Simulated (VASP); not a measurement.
**H4C: single point with PBE+D3(BJ)**

H4C:

```
C H
1.0
     7.68347    0.00000    0.00000
     0.00000    7.68347    0.00000
     0.00000    0.00000    7.68347
C H
8 32
Cartesian
  -0.1179 5.6982 5.1574
  7.6177 3.7418 2.4182
  1.9474 6.3734 0.5092
  4.4028 1.9048 2.0994
  1.0750 0.6964 3.3423
  2.0226 2.7940 6.5352
  5.2611 4.8433 0.1775
  4.0069 6.8591 4.7945
  0.8918 5.4063 4.8370
  -0.6483 4.8188 5.5361
  -0.6675 6.1076 4.3021
  -0.0456 6.4594 5.9485
  7.5195 3.1594 1.4942
  8.6763 3.8176 2.6968
  7.0691 3.2398 3.2246
  7.2079 4.7435 2.2619
  2.7496 6.9144 1.0202
  1.0288 6.9615 0.5590
  1.7820 5.4088 1.0010
  2.2234 6.2075 -0.5375
  4.4248 2.9771 2.3277
  4.5007 1.3378 3.0314
  5.2397 1.6614 1.4306
  3.4536 1.6491 1.6112
  0.9790 0.9875 2.2924
  1.7137 1.4162 3.8561
  1.5194 -0.2966 3.4051
  0.0877 0.6874 3.8116
  2.6430 3.2213 7.3290
  0.9701 3.0489 6.7140
  2.1409 1.7039 6.5197
  2.3325 3.2113 5.5689
  5.3854 3.7810 -0.0643
  4.7539 4.9361 1.1415
  4.6640 5.3275 -0.5946
  6.2437 5.3164 0.2305
  4.2075 6.9027 3.7195
  4.9334 7.0294 5.3469
  3.6061 5.8709 5.0453
  3.2729 7.6258 5.0602
```

* Program: VASP 6.6.1
* Task: single point
* Functional: PBE
* Dispersion: D3(BJ)
* Potentials or basis: VASP PAW PBE potentials, release 64 (C, H)
* Cutoff: 520 eV
* k mesh: 1 × 1 × 1
* Occupations: fermi-dirac, width 0.05 eV
* Spin: no spin polarisation

```
Pressure                   : 0.2 GPa
Largest force              : 0.172 eV/Å
Band gap on the k mesh     : 7.18 eV
Dispersion energy per atom : -0.030 eV
```

Forces in eV/Å, atoms in the order of the input:
```
C    0.075  0.054  0.024
C    0.030 -0.060  0.040
C    0.054 -0.049 -0.030
C   -0.006 -0.023 -0.038
C   -0.064  0.054 -0.067
C   -0.040 -0.009 -0.033
C    0.010 -0.058 -0.032
C   -0.029  0.011  0.002
H   -0.148  0.039  0.050
H    0.016 -0.002  0.028
H    0.054 -0.031  0.057
H   -0.023 -0.124 -0.118
H    0.027  0.031  0.043
H   -0.044 -0.017 -0.017
H    0.033  0.042 -0.064
H    0.017 -0.018  0.015
H    0.030  0.012  0.008
H   -0.084  0.064 -0.008
H    0.022  0.017 -0.015
H   -0.010 -0.003  0.028
H   -0.012 -0.052 -0.026
H   -0.001 -0.007 -0.027
H   -0.071  0.020  0.062
H    0.081  0.026  0.044
H   -0.021  0.016 -0.020
H    0.057  0.082  0.051
H    0.029 -0.093 -0.007
H   -0.055  0.014  0.019
H    0.005  0.003  0.021
H    0.057 -0.016 -0.007
H   -0.003  0.028  0.001
H   -0.003 -0.028  0.027
H   -0.006  0.036  0.007
H   -0.022  0.005  0.056
H   -0.067  0.040 -0.081
H    0.045  0.040 -0.004
H    0.000 -0.001 -0.027
H    0.049  0.003  0.034
H    0.000 -0.035  0.011
H    0.017 -0.012 -0.007
```

Stress tensor (GPa, compression positive):
```
 0.08 -0.05  0.10
-0.05  0.20 -0.25
 0.10 -0.25  0.19
```

Levels at points of the mesh, in eV from the valence-band top:
| k point | band 28 | band 29 | band 30 | band 31 | band 32 | band 33 | band 34 | band 35 | band 36 | band 37 |
| --- | --- | --- | --- | --- | --- | --- | --- | --- | --- | --- |
| (0.00, 0.00, 0.00) | -0.22 | -0.17 | -0.14 | -0.11 | 0.00 | 7.18 | 9.03 | 9.20 | 9.53 | 9.89 |

Run time: 61 s on 1 thread of Intel(R) Xeon(R) Platinum 8488C (Sapphire Rapids), with other jobs on the host, peak memory 0.45 GiB.

Caveat: the k points lie up to 0.82 Å⁻¹ apart.
